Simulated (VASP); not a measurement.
# ScPt (Pm-3m) in VASP: further runs, part 2 of 2

VASP 6.6.1. Earlier steps stand in the parts before.

### Step 3. Relaxation of cell and atoms, LDA

This run uses another cell than the first one, of 17.48 Å³/atom.

Input file INCAR:

```
PREC = Accurate
ENCUT = 600
EDIFF = 1E-6
ISMEAR = 0
SIGMA = 0.1
LREAL = F
LASPH = T
NELM = 60
ALGO = Normal
ISIF = 3
LWAVE = F
LCHARG = F
IBRION = 2
NSW = 100
EDIFFG = -0.005
```

Input file KPOINTS:

```
regular mesh
0
Gamma
  14 14 14
```

Input file POSCAR:

```
ScPt
1.0
    3.2700000000      0.0000000000      0.0000000000
    0.0000000000      3.2700000000      0.0000000000
    0.0000000000      0.0000000000      3.2700000000
Sc Pt
1 1
Direct
    0.5000000000      0.5000000000      0.5000000000
    0.0000000000      0.0000000000      0.0000000000
```

Potentials or basis: VASP PAW LDA potentials, release 64 (Sc_sv, Pt).

Run with:

```sh
$ cat potpaw_LDA.64/Sc_sv/POTCAR potpaw_LDA.64/Pt/POTCAR > POTCAR
$ mpirun -np 1 vasp_std > vasp.out
```

OUTCAR:

```text
PREC = Accurate
   ENCUT = 600
   EDIFF = 1E-6
   ISMEAR = 0
   LREAL = F
   LASPH = T
   NELM = 60
   ISIF = 3
   IBRION = 2
   NSW = 100
   EDIFFG = -0.005

 ion  position               nearest neighbor table
   1  0.500  0.500  0.500-   2 2.83   2 2.83   2 2.83   2 2.83   2 2.83   2 2.83   2 2.83   2 2.83

   2  0.000  0.000  0.000-   1 2.83   1 2.83   1 2.83   1 2.83   1 2.83   1 2.83   1 2.83   1 2.83

  LATTYP: Found a simple cubic cell.
 ALAT       =     3.2700000000

  Lattice vectors:

 A1 = (   3.2700000000,   0.0000000000,   0.0000000000)
 A2 = (   0.0000000000,   3.2700000000,   0.0000000000)
 A3 = (   0.0000000000,   0.0000000000,   3.2700000000)

Analysis of symmetry for initial positions (statically):
=====================================================================
 Subroutine PRICEL returns:
 Original cell was already a primitive cell.

 Routine SETGRP: Setting up the symmetry group for a
 simple cubic supercell.

 Subroutine GETGRP returns: Found 48 space group operations
 (whereof 48 operations were pure point group operations)
 out of a pool of 48 trial point group operations.

The static configuration has the point symmetry O_h .

Analysis of symmetry for dynamics (positions and initial velocities):
=====================================================================
 Subroutine PRICEL returns:
 Original cell was already a primitive cell.

 Routine SETGRP: Setting up the symmetry group for a
 simple cubic supercell.

 Subroutine GETGRP returns: Found 48 space group operations
 (whereof 48 operations were pure point group operations)
 out of a pool of 48 trial point group operations.

The dynamic configuration has the point symmetry O_h .

 Subroutine INISYM returns: Found 48 space group operations
 (whereof 48 operations are pure point group operations),
 and found     1 'primitive' translations

----------------------------------------------------------------------------------------

                                     Primitive cell

  volume of cell :      34.9658

  direct lattice vectors                    reciprocal lattice vectors
     3.270000000  0.000000000  0.000000000     0.305810398  0.000000000  0.000000000
     0.000000000  3.270000000  0.000000000     0.000000000  0.305810398  0.000000000
     0.000000000  0.000000000  3.270000000     0.000000000  0.000000000  0.305810398

  length of vectors
     3.270000000  3.270000000  3.270000000     0.305810398  0.305810398  0.305810398

  position of ions in fractional coordinates (direct lattice)
     0.500000000  0.500000000  0.500000000
     0.000000000  0.000000000  0.000000000

  ion indices of the primitive-cell ions
   primitive index   ion index
                 1           1
                 2           2

----------------------------------------------------------------------------------------

 KPOINTS: regular mesh

Automatic generation of k-mesh.
 Grid dimensions read from file:
 generate k-points for:   14   14   14

 Generating k-lattice:

  Cartesian coordinates                     Fractional coordinates (reciprocal lattice)
[... 52 lines left out ...]
   ISTART =      0    job   : 0-new  1-cont  2-samecut
   ICHARG =      2    charge: 1-file 2-atom 10-const
   ISPIN  =      1    spin polarized calculation?
   LNONCOLLINEAR =      F non collinear calculations
   LSORBIT =      F    spin-orbit coupling
   LASPH  =      T    aspherical Exc in radial PAW
   ENCUT  =  600.0 eV  44.10 Ry    6.64 a.u.   6.53  6.53  6.53*2*pi/ulx,y,z
   NELM   =     60;   NELMIN=  2; NELMDL= -5     # of ELM steps
   EDIFF  = 0.1E-05   stopping-criterion for ELM
   LREAL  =      F    real-space projection
   EDIFFG = -.5E-02   stopping-criterion for IOM
   NSW    =    100    number of steps for IOM
   IBRION =      2    ionic relax: 0-MD 1-quasi-New 2-CG
   NFREE  =      1    steps in history (QN), initial steepest desc. (CG)
   ISIF   =      3    stress and relaxation
   ISYM   =      2    0-nonsym 1-usesym 2-fastsym
   POTIM  = 0.5000    time-step for ionic-motion
   TEBEG  =    0.0;   TEEND  =   0.0 temperature during run
   PSTRESS=    0.0 pullay stress
   NELECT =      21.0000    total number of electrons
   NUPDOWN=      -1.0000    fix difference up-down
   EMIN   =  10.00;   EMAX   =-10.00  energy-range for DOS
   EFERMI =   0.00;   METHOD = LEGACY
   ISMEAR =     0;   SIGMA  =   0.10  broadening in eV -4-tet -1-fermi 0-gaus
   EFERMI_NEDOS =   21; number of points for ismear=-14 and -15
   IALGO  =     38    algorithm
   IMIX   =      4    mixing-type and parameters
     AMIX     =   0.40;   BMIX     =  1.00
     AMIX_MAG =   1.60;   BMIX_MAG =  1.00
  volume/ion in A,a.u.               =      17.48       117.98
  Fermi-wavevector in a.u.,A,eV,Ry     =   1.381233  2.610151 25.957245  1.907804
  Thomas-Fermi vector in A             =   2.506036
   LORBIT       =      0    0 simple, 1 ext, 2 COOP (PROOUT), +10 PAW based schemes
   GGA     = CA    functional components
   LHFCALC =     F    Hartree Fock is set to
   AEXX    =    0.0000 exact exchange contribution
   IVDW    =     0    specifies the selected vdW correction
   LEPSILON=     F    determine dielectric tensor
   LRPA    =     F    only Hartree local field effects (RPA)
 conjugate gradient relaxation of ions
 non-spin polarized calculation
 Gauss-broadening in eV      SIGMA  =   0.10
  energy-cutoff  :      600.00
  volume of cell :       34.97
 maximum number of plane-waves:      1193
 NGX is ok and might be reduce to    28
   NGX = 13   NGY = 13   NGZ = 13

--------------------------------------- Ionic step        1  -------------------------------------------

 number of electron      20.9999999 magnetization

 Free energy of the ion-electron system (eV)
  ---------------------------------------------------
  ext. energy  EPLUGINS =         0.00000000
  ---------------------------------------------------
  free energy    TOTEN  =       -16.66911949 eV

  energy without entropy =      -16.66376039  energy(sigma->0) =      -16.66643994

------------------------ aborting loop because EDIFF is reached ----------------------------------------

  FORCE on cell =-STRESS in cart. coord.  units (eV):
  Direction    XX          YY          ZZ          XY          YZ          ZX
  --------------------------------------------------------------------------------------
  -------------------------------------------------------------------------------------
  Total       -1.0817740     -1.0817740     -1.0817740     -0.0000000     -0.0000000      0.0000000
  in kB      -49.5682815    -49.5682815    -49.5682815     -0.0000000     -0.0000000      0.0000000
  external PRESSURE =     -49.5682815 kB  Pullay stress =       0.0000000 kB
[... 59 lines left out ...]
--------------------------------------- Ionic step        3  -------------------------------------------

 number of electron      20.9999996 magnetization

 Free energy of the ion-electron system (eV)
  ---------------------------------------------------
  ext. energy  EPLUGINS =         0.00000000
  ---------------------------------------------------
  free energy    TOTEN  =       -16.68701936 eV

  energy without entropy =      -16.68166117  energy(sigma->0) =      -16.68434027

 E-fermi :   8.2194     XC(G=0): -12.4074

 val. band max:        8.1874669744   @ k =   0.4286   0.4286   0.2143
 cond. band min:       8.2466330458   @ k =   0.4286   0.0714   0.0000
 fundamental gap:      0.0591660715
 Fermi energy:         8.2194100889

 k-point     1 :       0.0000    0.0000    0.0000
  band No.  band energies     occupation
      1     -40.8860      2.00000
      2     -19.7570      2.00000
      3     -19.7570      2.00000
      4     -19.7570      2.00000
      5      -0.0251      2.00000
      6       2.7827      2.00000
      7       2.7827      2.00000
      8       5.3015      2.00000
      9       5.3015      2.00000
     10       5.3015      2.00000
     11       9.7149      0.00000
     12       9.7149      0.00000
     13      11.8241      0.00000
     14      11.8241      0.00000
[... 377 lines left out ...]
      1     -40.8542      2.00000
      2     -19.9684      2.00000
      3     -19.8424      2.00000
      4     -19.7358      2.00000
      5       2.3038      2.00000
      6       3.5574      2.00000
      7       4.2298      2.00000
      8       4.6611      2.00000
      9       5.1304      2.00000
     10       5.1884      2.00000
     11       8.5147      0.00003
     12       9.1233      0.00000
     13       9.8014      0.00000
     14      10.3120      0.00000

 [... further k-points ...]

------------------------ aborting loop because EDIFF is reached ----------------------------------------

  FORCE on cell =-STRESS in cart. coord.  units (eV):
  Direction    XX          YY          ZZ          XY          YZ          ZX
  --------------------------------------------------------------------------------------
  -------------------------------------------------------------------------------------
  Total       -0.0094646     -0.0094646     -0.0094646     -0.0000000      0.0000000     -0.0000000
  in kB       -0.4479122     -0.4479122     -0.4479122     -0.0000000      0.0000000     -0.0000000
  external PRESSURE =      -0.4479122 kB  Pullay stress =       0.0000000 kB
[... 17 lines left out ...]
  FREE ENERGIE OF THE ION-ELECTRON SYSTEM (eV)
  ---------------------------------------------------
  free  energy   TOTEN  =       -16.6870193624 eV

  energy  without entropy=      -16.6816611739  energy(sigma->0) =      -16.68434027

 reached required accuracy - stopping structural energy minimisation
```

Wall time 64 s (1 thread of Intel Xeon 6975P-C (Granite Rapids), shared host); peak memory 0.21 GiB.

What came out:

* Free energy: -16.6870 eV
* Relaxed volume: 16.93 Å³/atom
* Relaxed cell: a = 3.235 Å, b = 3.235 Å, c = 3.235 Å, α = 90.00°, β = 90.00°, γ = 90.00°
* Space group after relaxing (to 0.1 Å): Pm-3m (No. 221)
* Energy gained by relaxing: 8.9 meV/atom
* Ionic steps: 3
* Pressure after relaxing: 0.0 GPa
* Band gap on the k mesh: zero (an odd number of electrons rules out a gap without spin polarisation)

Step by step:
```
step  energy change (eV)  largest force (eV/Å)  pressure (GPa)  volume (Å³)
   1              0.0000                0.0000           -4.96        34.97
   2              0.0208                0.0000            8.39        32.30
   3             -0.0179                0.0000           -0.04        33.85
```

Final structure:
```
Sc Pt
1.0
     3.23499    0.00000    0.00000
     0.00000    3.23499    0.00000
     0.00000    0.00000    3.23499
Sc Pt
1 1
Direct
  0.50000 0.50000 0.50000
  0.00000 0.00000 0.00000
```

Caveat: spin-orbit coupling is left out, which moves the levels of the heavy elements. LDA usually gives volumes a few per cent too small.
